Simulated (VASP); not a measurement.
# Y (P-3m1) in VASP: notebook

The runs below take Y through single point, relaxation of cell and atoms, with PBE.

Everything below comes from runs of VASP 6.6.1. Logs are shortened: lines on timing, memory, paths and dates and some standing lists are left out, and cuts for length are marked.

## (1) The cell of the first run

Symmetry: P-3m1, No. 164, trigonal system. The conventional cell has a = 3.581 Å, b = 3.581 Å, c = 8.280 Å, α = 90.00°, β = 90.00°, γ = 120.00°. Within 4.3 Å of Y (site symmetry 3m) lie 12 Y at 3.30 to 3.76 Å. Y (site symmetry -3m) has 12 Y at 3.30 to 3.58 Å within 4.3 Å.

## (2) Single point, PBE

Input file INCAR:

```
PREC = Accurate
ENCUT = 520
EDIFF = 1E-6
ISMEAR = 0
SIGMA = 0.1
LREAL = False
LASPH = True
NELM = 100
ALGO = Normal
ISIF = 2
LWAVE = False
LCHARG = False
GGA = PE
NBANDS = 24
```

Input file KPOINTS:

```
regular mesh
0
Gamma
  6 6 2
```

Input file POSCAR:

```
Y
1.0
    3.5813442200      0.0000000000      0.0000000000
   -1.7906721100      3.1015350800      0.0000000000
    0.0000000000      0.0000000000      8.2799445800
Y
3
Direct
    0.3333333300      0.6666666700      0.8101003700
    0.0000000000      0.0000000000      0.5000000000
    0.6666666700      0.3333333300      0.1898996300
```

Potentials or basis: VASP PAW PBE potentials, release 64 (Y_sv).

Command:

```console
$ cat potpaw_PBE.64/Y_sv/POTCAR > POTCAR
$ mpirun -np 1 vasp_std > vasp.out
```

OUTCAR:

```text
PREC = Accurate
   ENCUT = 520
   EDIFF = 1E-6
   ISMEAR = 0
   LREAL = False
   LASPH = True
   NELM = 100
   ISIF = 2
   GGA = PE

 ion  position               nearest neighbor table
   1  0.333  0.667  0.810-   2 3.30   2 3.30   2 3.30   3 3.76   3 3.76   3 3.76
   2  0.000  0.000  0.500-   1 3.30   3 3.30   3 3.30   1 3.30   3 3.30   1 3.30
   3  0.667  0.333  0.190-   2 3.30   2 3.30   2 3.30   1 3.76   1 3.76   1 3.76

  LATTYP: Found a hexagonal cell.
 ALAT       =     3.5813442200
 C/A-ratio  =     2.3119655837

  Lattice vectors:

 A1 = (   3.5813442200,   0.0000000000,   0.0000000000)
 A2 = (  -1.7906721100,   3.1015350800,   0.0000000000)
 A3 = (   0.0000000000,   0.0000000000,   8.2799445800)

Analysis of symmetry for initial positions (statically):
=====================================================================
 Subroutine PRICEL returns:
 Original cell was already a primitive cell.

 Routine SETGRP: Setting up the symmetry group for a
 hexagonal supercell.

 Subroutine GETGRP returns: Found 12 space group operations
 (whereof 12 operations were pure point group operations)
 out of a pool of 24 trial point group operations.

The static configuration has the point symmetry D_3d.

Analysis of symmetry for dynamics (positions and initial velocities):
=====================================================================
 Subroutine PRICEL returns:
 Original cell was already a primitive cell.

 Routine SETGRP: Setting up the symmetry group for a
 hexagonal supercell.

 Subroutine GETGRP returns: Found 12 space group operations
 (whereof 12 operations were pure point group operations)
 out of a pool of 24 trial point group operations.

The dynamic configuration has the point symmetry D_3d.

 Subroutine INISYM returns: Found 12 space group operations
 (whereof 12 operations are pure point group operations),
 and found     1 'primitive' translations

----------------------------------------------------------------------------------------

                                     Primitive cell

  volume of cell :      91.9708

  direct lattice vectors                    reciprocal lattice vectors
     3.581344220  0.000000000  0.000000000     0.279224765  0.161210493  0.000000000
    -1.790672110  3.101535080  0.000000000     0.000000000  0.322420986  0.000000000
     0.000000000  0.000000000  8.279944580     0.000000000  0.000000000  0.120773755

  length of vectors
     3.581344220  3.581344225  8.279944580     0.322420987  0.322420986  0.120773755

  position of ions in fractional coordinates (direct lattice)
     0.333333330  0.666666670  0.810100370
     0.000000000  0.000000000  0.500000000
     0.666666670  0.333333330  0.189899630

  ion indices of the primitive-cell ions
   primitive index   ion index
                 1           1
                 2           2
                 3           3

----------------------------------------------------------------------------------------

 KPOINTS: regular mesh

Automatic generation of k-mesh.
 Grid dimensions read from file:
 generate k-points for:    6    6    2

 Generating k-lattice:

  Cartesian coordinates                     Fractional coordinates (reciprocal lattice)
     0.046537461  0.026868416  0.000000000     0.166666667  0.000000000  0.000000000
     0.000000000  0.053736831  0.000000000     0.000000000  0.166666667  0.000000000
     0.000000000  0.000000000  0.060386878     0.000000000  0.000000000  0.500000000

  Length of vectors
     0.053736831  0.053736831  0.060386878

  Shift w.r.t. Gamma in fractional coordinates (k-lattice)
     0.000000000  0.000000000  0.000000000

 Subroutine IBZKPT returns following result:
 ===========================================

 Found     14 irreducible k-points:

 Following reciprocal coordinates:
            Coordinates               Weight
  0.000000  0.000000  0.000000      1.000000
  0.166667  0.000000  0.000000      6.000000
  0.333333  0.000000  0.000000      6.000000
  0.500000  0.000000  0.000000      3.000000
  0.166667  0.166667  0.000000      6.000000
  0.333333  0.166667  0.000000     12.000000
  0.333333  0.333333  0.000000      2.000000
  0.000000  0.000000  0.500000      1.000000
  0.166667  0.000000  0.500000      6.000000
  0.333333  0.000000  0.500000      6.000000
  0.500000  0.000000  0.500000      3.000000
  0.166667  0.166667  0.500000      6.000000
  0.333333  0.166667  0.500000     12.000000
  0.333333  0.333333  0.500000      2.000000
   k-points           NKPTS =     14   k-points in BZ     NKDIM =     14   number of bands    NBANDS=     24
   number of dos      NEDOS =    301   number of ions     NIONS =      3
   total plane-waves  NPLWV =  50176
   dimension x,y,z NGX =    28 NGY =   28 NGZ =   64
   dimension x,y,z NGXF=    56 NGYF=   56 NGZF=  128
   ions per type =               3
   NGX,Y,Z   is equivalent  to a cutoff of  13.00, 13.00, 12.85 a.u.
   NGXF,Y,Z  is equivalent  to a cutoff of  26.00, 26.00, 25.70 a.u.
 SYSTEM =  unknown system
   PREC   = accura    normal or accurate (medium, high low for compatibility)
   ISTART =      0    job   : 0-new  1-cont  2-samecut
   ICHARG =      2    charge: 1-file 2-atom 10-const
   ISPIN  =      1    spin polarized calculation?
   LNONCOLLINEAR =      F non collinear calculations
   LSORBIT =      F    spin-orbit coupling
   LASPH  =      T    aspherical Exc in radial PAW
   ENCUT  =  520.0 eV  38.22 Ry    6.18 a.u.   6.66  6.66 15.40*2*pi/ulx,y,z
   NELM   =    100;   NELMIN=  2; NELMDL= -5     # of ELM steps
   EDIFF  = 0.1E-05   stopping-criterion for ELM
   LREAL  =      F    real-space projection
   EDIFFG = 0.1E-04   stopping-criterion for IOM
   NSW    =      0    number of steps for IOM
   IBRION =     -1    ionic relax: 0-MD 1-quasi-New 2-CG
   NFREE  =      0    steps in history (QN), initial steepest desc. (CG)
   ISIF   =      2    stress and relaxation
   ISYM   =      2    0-nonsym 1-usesym 2-fastsym
   POTIM  = 0.5000    time-step for ionic-motion
   TEBEG  =    0.0;   TEEND  =   0.0 temperature during run
   PSTRESS=    0.0 pullay stress
   NELECT =      33.0000    total number of electrons
   NUPDOWN=      -1.0000    fix difference up-down
   EMIN   =  10.00;   EMAX   =-10.00  energy-range for DOS
   EFERMI =   0.00;   METHOD = LEGACY
   ISMEAR =     0;   SIGMA  =   0.10  broadening in eV -4-tet -1-fermi 0-gaus
   EFERMI_NEDOS =   21; number of points for ismear=-14 and -15
   IALGO  =     38    algorithm
   IMIX   =      4    mixing-type and parameters
     AMIX     =   0.40;   BMIX     =  1.00
     AMIX_MAG =   1.60;   BMIX_MAG =  1.00
  volume/ion in A,a.u.               =      30.66       206.88
  Fermi-wavevector in a.u.,A,eV,Ry     =   1.163312  2.198340 18.412683  1.353294
  Thomas-Fermi vector in A             =   2.299863
   LORBIT       =      0    0 simple, 1 ext, 2 COOP (PROOUT), +10 PAW based schemes
   GGA     = PE    functional components
   LHFCALC =     F    Hartree Fock is set to
   AEXX    =    0.0000 exact exchange contribution
   IVDW    =     0    specifies the selected vdW correction
   LEPSILON=     F    determine dielectric tensor
   LRPA    =     F    only Hartree local field effects (RPA)
 non-spin polarized calculation
 Gauss-broadening in eV      SIGMA  =   0.10
  energy-cutoff  :      520.00
  volume of cell :       91.97
 maximum number of plane-waves:      2551
 NGX is ok and might be reduce to    28
   NGX = 13   NGY = 13   NGZ = 31

 number of electron      33.0000000 magnetization

 Free energy of the ion-electron system (eV)
  ---------------------------------------------------
  ext. energy  EPLUGINS =         0.00000000
  ---------------------------------------------------
  free energy    TOTEN  =       -18.97333314 eV

  energy without entropy =      -18.95233180  energy(sigma->0) =      -18.96283247

 E-fermi :   3.3755     XC(G=0):  -9.6719

 val. band max:        3.3079574393   @ k =   0.3333   0.1667   0.5000
 cond. band min:       3.3766800667   @ k =   0.3333   0.0000   0.0000
 fundamental gap:      0.0687226274
 Fermi energy:         3.3755248890

 k-point     1 :       0.0000    0.0000    0.0000
  band No.  band energies     occupation
      1     -39.2450      2.00000
      2     -39.2183      2.00000
      3     -38.8204      2.00000
      4     -19.4552      2.00000
      5     -19.3755      2.00000
      6     -19.0092      2.00000
[... 16 lines left out ...]
     23       5.2707      0.00000
     24       6.0023      0.00000

 k-point     2 :       0.1667    0.0000    0.0000
  band No.  band energies     occupation
      1     -39.2309      2.00000
      2     -39.2083      2.00000
      3     -38.8112      2.00000
      4     -19.4324      2.00000
      5     -19.3754      2.00000
      6     -19.1228      2.00000
[... 16 lines left out ...]
     23       5.8264      0.00000
     24       6.0787      0.00000

 k-point     3 :       0.3333    0.0000    0.0000
  band No.  band energies     occupation
      1     -39.2019      2.00000
      2     -39.1890      2.00000
      3     -38.7928      2.00000
      4     -19.4699      2.00000
      5     -19.4093      2.00000
      6     -19.3213      2.00000
[... 16 lines left out ...]
     23       5.8059      0.00000
     24       7.3577      0.00000

 k-point     4 :       0.5000    0.0000    0.0000
  band No.  band energies     occupation
      1     -39.1856      2.00000
      2     -39.1809      2.00000
      3     -38.7836      2.00000
      4     -19.5381      2.00000
      5     -19.4593      2.00000
      6     -19.4274      2.00000
[... 16 lines left out ...]
     23       5.8335      0.00000
     24       8.6639      0.00000

 k-point     5 :       0.1667    0.1667    0.0000
  band No.  band energies     occupation
      1     -39.2094      2.00000
      2     -39.1936      2.00000
      3     -38.7974      2.00000
      4     -19.4311      2.00000
      5     -19.3864      2.00000
      6     -19.2453      2.00000
[... 16 lines left out ...]
     23       6.3125      0.00000
     24       6.5883      0.00000

 k-point     6 :       0.3333    0.1667    0.0000
  band No.  band energies     occupation
      1     -39.1864      2.00000
      2     -39.1801      2.00000
      3     -38.7836      2.00000
      4     -19.4826      2.00000
      5     -19.4121      2.00000
      6     -19.3751      2.00000
[... 16 lines left out ...]
     23       6.5054      0.00000
     24       7.2486      0.00000

 k-point     7 :       0.3333    0.3333    0.0000
  band No.  band energies     occupation
      1     -39.1772      2.00000
      2     -39.1772      2.00000
      3     -38.7790      2.00000
      4     -19.4019      2.00000
      5     -19.3351      2.00000
      6     -19.3351      2.00000
[... 16 lines left out ...]
     23       7.1701      0.00000
     24       7.1701      0.00000

 k-point     8 :       0.0000    0.0000    0.5000
  band No.  band energies     occupation
      1     -39.2356      2.00000
      2     -39.2281      2.00000
      3     -38.8199      2.00000
      4     -19.5814      2.00000
      5     -19.1889      2.00000
      6     -19.0223      2.00000
[... 16 lines left out ...]
     23       5.4006      0.00000
     24       5.5384      0.00000

 k-point     9 :       0.1667    0.0000    0.5000
  band No.  band energies     occupation
      1     -39.2236      2.00000
      2     -39.2160      2.00000
      3     -38.8109      2.00000
      4     -19.5254      2.00000
      5     -19.2218      2.00000
      6     -19.1411      2.00000
[... 16 lines left out ...]
     23       5.7838      0.00000
     24       5.8776      0.00000

 k-point    10 :       0.3333    0.0000    0.5000
  band No.  band energies     occupation
      1     -39.1991      2.00000
      2     -39.1919      2.00000
      3     -38.7927      2.00000
      4     -19.4511      2.00000
      5     -19.3896      2.00000
      6     -19.3315      2.00000
[... 16 lines left out ...]
     23       6.4965      0.00000
     24       6.8756      0.00000

 k-point    11 :       0.5000    0.0000    0.5000
  band No.  band energies     occupation
      1     -39.1866      2.00000
      2     -39.1799      2.00000
      3     -38.7836      2.00000
      4     -19.5546      2.00000
      5     -19.4363      2.00000
      6     -19.3923      2.00000
[... 16 lines left out ...]
     23       6.8800      0.00000
     24       7.7382      0.00000

 k-point    12 :       0.1667    0.1667    0.5000
  band No.  band energies     occupation
      1     -39.2051      2.00000
      2     -39.1980      2.00000
      3     -38.7972      2.00000
      4     -19.4414      2.00000
      5     -19.3136      2.00000
      6     -19.3004      2.00000
[... 16 lines left out ...]
     23       6.1061      0.00000
     24       6.3016      0.00000

 k-point    13 :       0.3333    0.1667    0.5000
  band No.  band energies     occupation
      1     -39.1859      2.00000
      2     -39.1807      2.00000
      3     -38.7836      2.00000
      4     -19.4923      2.00000
      5     -19.3974      2.00000
      6     -19.3708      2.00000
[... 16 lines left out ...]
     23       6.4157      0.00000
     24       7.2094      0.00000

 k-point    14 :       0.3333    0.3333    0.5000
  band No.  band energies     occupation
      1     -39.1772      2.00000
      2     -39.1772      2.00000
      3     -38.7790      2.00000
      4     -19.4407      2.00000
      5     -19.3988      2.00000
      6     -19.3988      2.00000
[... 16 lines left out ...]
     23       6.8313      0.00000
     24       6.8313      0.00000

------------------------ aborting loop because EDIFF is reached ----------------------------------------

  FORCE on cell =-STRESS in cart. coord.  units (eV):
  Direction    XX          YY          ZZ          XY          YZ          ZX
  --------------------------------------------------------------------------------------
  -------------------------------------------------------------------------------------
  Total        0.7419749      0.7419749      3.7625371      0.0000000      0.0000000      0.0000000
  in kB       12.9255668     12.9255669     65.5452434      0.0000000      0.0000000      0.0000000
  external PRESSURE =      30.4654590 kB  Pullay stress =       0.0000000 kB

 VOLUME and BASIS-vectors are now :
 -----------------------------------------------------------------------------
  energy-cutoff  :      520.00
  volume of cell :       91.97
      direct lattice vectors                 reciprocal lattice vectors
     3.581344220  0.000000000  0.000000000     0.279224765  0.161210493  0.000000000
    -1.790672110  3.101535080  0.000000000     0.000000000  0.322420986  0.000000000
     0.000000000  0.000000000  8.279944580     0.000000000  0.000000000  0.120773755

 POSITION                                       TOTAL-FORCE (eV/Angst)
 -----------------------------------------------------------------------------------
     -0.00000      2.06769      6.70759        -0.000000      0.000000      1.078731
      0.00000      0.00000      4.13997        -0.000000      0.000000      0.000000
      1.79067      1.03385      1.57236         0.000000      0.000000     -1.078731
 -----------------------------------------------------------------------------------
    total drift:                                0.000000      0.000000      0.000000

  FREE ENERGIE OF THE ION-ELECTRON SYSTEM (eV)
  ---------------------------------------------------
  free  energy   TOTEN  =       -18.9733331364 eV

  energy  without entropy=      -18.9523317951  energy(sigma->0) =      -18.96283247
```

It took 61 s on 1 thread of Oxide Virtual Turin-like, shared host; peak memory 0.19 GiB.

Results:

- Free energy: -18.9733 eV
- Pressure: 3.0 GPa
- Largest force: 1.079 eV/Å
- Band gap on the k mesh: zero (an odd number of electrons rules out a gap without spin polarisation)

Forces on the atoms (eV/Å):
```
Y    0.000  0.000  1.079
Y    0.000  0.000  0.000
Y    0.000  0.000 -1.079
```

Levels at points of the mesh, in eV from the Fermi level:
```tsv
k point	band 14	band 15	band 16	band 17	band 18	band 19
(0.00, 0.00, 0.00)	-2.56	-2.44	0.13	1.40	1.49	1.49
(0.50, 0.00, 0.00)	-1.55	-1.43	-0.98	0.13	0.20	0.94
(0.00, 0.00, 0.50)	-3.96	-2.00	0.54	1.42	1.42	1.76
(0.50, 0.00, 0.50)	-1.64	-1.38	-0.60	-0.43	0.73	1.14
```

Caveat: the k points lie up to 0.38 Å⁻¹ apart, too coarse for converged energies and pressures of a metal; forces of over 1 eV/Å act on the atoms, so gaps and moduli don't describe the material at rest.

## (3) Relaxation of cell and atoms, PBE

Input file INCAR:

```
SYSTEM = Y
PREC = Accurate
ENCUT = 600
EDIFF = 1E-6
ISMEAR = 0
SIGMA = 0.1
LREAL = .FALSE.
LASPH = .TRUE.
NELM = 60
ALGO = Fast
ISIF = 3
LWAVE = .FALSE.
LCHARG = .FALSE.
GGA = PE
IBRION = 2
NSW = 90
EDIFFG = -0.04
```

Input file KPOINTS:

```
Automatic mesh
0
G
  6 6 2
  0 0 0
```

POSCAR is that of step 2.

Potentials or basis: VASP PAW PBE potentials, release 64 (Y_sv).

Command:

```console
$ cat potpaw_PBE.64/Y_sv/POTCAR > POTCAR
$ mpirun -np 1 vasp_std > vasp.out
```

It took 13 min on 1 thread of Oxide Virtual Turin-like, shared host; peak memory 0.23 GiB.

The run converged. Its results:

| Quantity | Value |
| --- | --- |
| Free energy | -19.2669 eV |
| Relaxed volume | 32.19 Å³/atom |
| Relaxed cell | a = 3.581 Å, b = 3.581 Å, c = 8.696 Å, α = 90.00°, β = 90.00°, γ = 120.00° |
| Space group after relaxing (to 0.1 Å) | Fm-3m (No. 225) |
| Energy gained by relaxing | 97.8 meV/atom |
| Ionic steps | 11 |
| Pressure after relaxing | 0.0 GPa |
| Largest force after relaxing | 0.009 eV/Å |
| Band gap on the k mesh | zero (an odd number of electrons rules out a gap without spin polarisation) |

Forces on the atoms (eV/Å):
```
Y    0.000  0.000 -0.009
Y    0.000  0.000  0.000
Y    0.000  0.000  0.009
```

Step by step:
```csv
step,energy change (eV),largest force (eV/Å),pressure (GPa),volume (Å³)
1,0.0000,1.0792,3.05,91.97
2,-0.1921,0.5473,-0.88,99.87
3,-0.1950,0.4928,-1.25,100.93
4,-0.2393,0.3867,-0.40,98.30
5,-0.2513,0.2990,0.40,96.24
6,-0.2743,0.2129,0.22,96.39
7,-0.2884,0.1635,-0.03,96.74
8,-0.2927,0.0097,-0.01,96.61
9,-0.2929,0.0167,-0.01,96.64
10,-0.2929,0.0268,-0.01,96.64
11,-0.2934,0.0095,0.02,96.58
```

Final structure:
```xyz
3
Lattice="3.5812 0.0000 0.0000 -1.7906 3.1014 0.0000 0.0000 0.0000 8.6956" Properties=species:S:1:pos:R:3 pbc="T T T"
Y     0.0000    2.0676    7.2481
Y    -1.7906    3.1014    4.3478
Y     1.7906    1.0338    1.4475
```

Levels at points of the mesh, in eV from the Fermi level:
| k point | band 12 | band 13 | band 14 | band 15 | band 16 | band 17 | band 18 | band 19 | band 20 |
| --- | --- | --- | --- | --- | --- | --- | --- | --- | --- |
| (0.00, 0.00, 0.00) | -22.36 | -4.80 | -2.66 | -2.66 | 0.49 | 0.49 | 1.74 | 1.75 | 1.84 |
| (0.50, 0.00, 0.00) | -22.47 | -1.80 | -1.53 | -1.53 | -0.91 | 0.02 | 0.03 | 1.12 | 1.13 |
| (0.00, 0.00, 0.50) | -22.38 | -4.13 | -4.13 | -2.00 | 0.67 | 1.17 | 1.18 | 1.58 | 1.58 |
| (0.50, 0.00, 0.50) | -22.44 | -2.02 | -1.46 | -1.46 | -0.56 | -0.56 | 0.60 | 1.19 | 1.19 |

Caveat: the k points lie up to 0.36 Å⁻¹ apart in the final cell, too coarse for converged energies and pressures of a metal.

The gap in the log of VASP goes by the Fermi energy; the results here count the filled bands.